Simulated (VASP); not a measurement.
Wanted: the native input for a VASP 6.6.1 run.

| Property | Result |
| --- | --- |
| Task | single point |
| Functional | PBE |
| Potentials or basis | VASP PAW PBE potentials, release 64 (B, N) |
| Cutoff | 520 eV |
| k mesh | 12 × 12 × 8 |
| Occupations | gaussian, width 0.05 eV |
| Spin | no spin polarisation |
| Dipole correction | no |
| Further INCAR settings | ALGO = Normal; EDIFF = 1e-07; NBANDS = 16 |

The structure of BN lies in POSCAR:

```
BN
1.0
    2.5539396017      0.0000000000      0.0000000000
   -1.2769698009      2.2117765748      0.0000000000
    0.0000000000      0.0000000000      4.2268550000
B N
2 2
Direct
    0.6666666700      0.3333333300      0.9997240000
    0.3333333300      0.6666666700      0.4997240000
    0.6666666700      0.3333333300      0.6252760000
    0.3333333300      0.6666666700      0.1252760000
```

These files were run (other wordings do the same):

INCAR

```
  ALGO = Normal
  EDIFF = 1E-7
  ENCUT = 520
  GGA = PE
  ISIF = 2
  ISMEAR = 0
  LASPH = T
  LCHARG = F
  LREAL = F
  LWAVE = F
  NBANDS = 16
  NELM = 60
  PREC = Accurate
  SIGMA = 0.05
```

KPOINTS

```
k-points
0
Gamma
  12 12 8
```

Potentials or basis: VASP PAW PBE potentials, release 64 (B, N).

Command:

```sh
$ cat potpaw_PBE.64/B/POTCAR potpaw_PBE.64/N/POTCAR > POTCAR
$ mpirun -np 1 vasp_std > vasp.out
```

It gave:

- Pressure: 0.2 GPa
- Largest force: 0.014 eV/Å
- Band gap on the k mesh: 5.20 eV, indirect (least direct gap 8.23 eV)

Run time: 19 s on 1 thread of Intel Xeon 6975P-C (shared host), peak memory 0.15 GiB.
